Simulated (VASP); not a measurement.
Wanted: the native input for a VASP 6.6.1 run.

| Item | Value |
| --- | --- |
| Task | single point |
| Functional | PBE |
| Potentials or basis | VASP PAW PBE potentials, release 64 (Cd, F) |
| Cutoff | 520 eV |
| k mesh | 6 × 6 × 6 |
| Occupations | gaussian, width 0.01 eV |
| Spin | no spin polarisation |
| Dipole correction | no |
| Further INCAR settings | ALGO = Normal; EDIFF = 1e-07; NBANDS = 20 |

The structure of CdF2 lies in POSCAR:

```
CdF2
1.0
    0.0000000000      2.7127368561      2.7127368561
    2.7127368561      0.0000000000      2.7127368561
    2.7127368561      2.7127368561      0.0000000000
Cd F
1 2
Direct
    0.0000000000      0.0000000000      0.0000000000
    0.2500000000      0.2500000000      0.2500000000
    0.7500000000      0.7500000000      0.7500000000
```

This cell differs from its parent crystal: volume changed by -3%.

The input as run:

INCAR

```
SYSTEM = CdF2
PREC = Accurate
ENCUT = 520
EDIFF = 1E-7
ISMEAR = 0
SIGMA = 0.01
LREAL = .False.
LASPH = .True.
NELM = 60
ALGO = Normal
ISIF = 2
LWAVE = .False.
LCHARG = .False.
GGA = PE
NBANDS = 20
```

KPOINTS

```
regular mesh
0
Gamma
  6 6 6
  0 0 0
```

Potentials or basis: VASP PAW PBE potentials, release 64 (Cd, F).

Run with:

```bash
$ cat potpaw_PBE.64/Cd/POTCAR potpaw_PBE.64/F/POTCAR > POTCAR
$ mpirun -np 1 vasp_std > vasp.out
```

It gave:

```yaml
Pressure: 3.7 GPa
Band_gap_on_the_k_mesh: 3.01 eV, indirect (least direct gap 3.52 eV)
```

It took 10 s on 1 thread of Intel(R) Xeon(R) Platinum 8488C (Sapphire Rapids) (shared host), peak memory 0.16 GiB.
